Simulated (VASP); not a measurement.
AlN, 4 atoms in the cell. The typed cell holds 4 atoms: a = 3.120 Å, b = 3.051 Å, c = 4.949 Å, α = 89.25°, β = 90.04°, γ = 119.52°.  This cell differs from its parent crystal: atoms moved at random and the cell strained at random.

```yaml
Program: VASP 6.6.1
Task: single point
Functional: r2SCAN
Potentials_or_basis: VASP PAW PBE potentials, release 64 (Al, N)
Cutoff: 520 eV
k_mesh: 12 × 12 × 6
Occupations: gaussian, width 0.05 eV
Spin: no spin polarisation
Dipole_correction: no
Further_INCAR_settings: ALGO = Normal; EDIFF = 1e-07; NBANDS = 16
```

Potentials or basis: VASP PAW PBE potentials, release 64 (Al, N).

Command:

```console
$ cat potpaw_PBE.64/Al/POTCAR potpaw_PBE.64/N/POTCAR > POTCAR
$ cp INCAR.step1 INCAR
$ mpirun -np 1 vasp_std > vasp.out
$ cp INCAR.step2 INCAR
$ mpirun -np 1 vasp_std > vasp.out
```

Hardware: 1 thread of Intel(R) Xeon(R) 6975P-C (Granite Rapids), on a shared host.

**Question.** How long does it take, and how much memory?

**Answer.** It took 5.3 min on 1 thread of Intel(R) Xeon(R) 6975P-C (Granite Rapids), on a shared host, peak memory 0.34 GiB. Counts: k points 436.
